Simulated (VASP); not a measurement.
A run of VASP 6.6.1:

File INCAR:

```
PREC = Accurate ; ENCUT = 600
EDIFF = 1E-6 ; ISMEAR = 0
SIGMA = 0.1 ; LREAL = False
LASPH = True ; NELM = 120
ALGO = Normal ; ISIF = 2
LWAVE = False ; LCHARG = False
GGA = PS ; NBANDS = 46
GGA_COMPAT = False
```

Contents of KPOINTS:

```
Automatic mesh
0
Gamma
  12 12 4
```

The input POSCAR:

```
ZnCd3O4
1.0
    3.3252980000      0.0000000000      0.0000000000
    0.0000000000      3.3252980000      0.0000000000
    0.0000000000      0.0000000000      9.2687760000
Zn Cd O
1 3 4
Direct
    0.0000000000      0.0000000000      0.0000000000
    0.5000000000      0.5000000000      0.2415340000
    0.0000000000      0.0000000000      0.5000000000
    0.5000000000      0.5000000000      0.7584660000
    0.0000000000      0.0000000000      0.2318760000
    0.5000000000      0.5000000000      0.5000000000
    0.0000000000      0.0000000000      0.7681240000
    0.5000000000      0.5000000000      0.0000000000
```

Potentials or basis: VASP PAW PBE potentials, release 64 (Zn, Cd, O).

Launch:

```sh
$ cat potpaw_PBE.64/Zn/POTCAR potpaw_PBE.64/Cd/POTCAR potpaw_PBE.64/O/POTCAR > POTCAR
$ mpirun -np 1 vasp_std > vasp.out
```

Hardware: 1 thread of Intel Xeon 8259CL, on a shared host.

How long does it take, and how much memory?

It took 13 min on 1 thread of Intel Xeon 8259CL, with other jobs on the host, peak memory 0.53 GiB. Counts: scf iterations 15, k points 84.
